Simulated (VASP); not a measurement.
Wanted: the native input for a VASP 6.6.1 run.

```yaml
Task: single point
Functional: PBE
Potentials_or_basis: VASP PAW PBE potentials, release 64 (Ir)
Cutoff: 500 eV
k_mesh: 18 × 18 × 14
Occupations: gaussian, width 0.1 eV
Spin: no spin polarisation
Dipole_correction: no
Further_INCAR_settings: ALGO = Normal; EDIFF = 1e-06; NBANDS = 16
```

The structure of Ir lies in POSCAR:

```
Ir
1.0
    1.8966197838      1.8966197838      0.0000000000
   -1.8966197838      1.8966197838      0.0000000000
    0.0000000000      0.0000000000      3.7932395676
Ir
2
Direct
    0.0000000000      0.0000000000      0.0000000000
    0.5000000000      0.5000000000      0.5000000000
```

The input as run:

INCAR

```
PREC = Accurate
ENCUT = 500
EDIFF = 1E-6
ISMEAR = 0
SIGMA = 0.1
LREAL = False
LASPH = True
NELM = 120
ALGO = Normal
ISIF = 2
LWAVE = False
LCHARG = False
GGA = PE
NBANDS = 16
GGA_COMPAT = False
```

KPOINTS

```
Automatic mesh
0
Gamma
  18 18 14
```

Potentials or basis: VASP PAW PBE potentials, release 64 (Ir).

Run with:

```bash
$ cat potpaw_PBE.64/Ir/POTCAR > POTCAR
$ mpirun -np 1 vasp_std > vasp.out
```

It gave:

| Item | Value |
| --- | --- |
| Pressure | 25.4 GPa |
| Band gap on the k mesh | zero (bands 9 and 10 overlap by 3.57 eV) |

Caveat: the cell stands under pressure; spin-orbit coupling is left out, which moves the levels of the heavy elements.

Run time: 100 s on 1 thread of AMD EPYC 7R13 (shared host), peak memory 0.23 GiB.
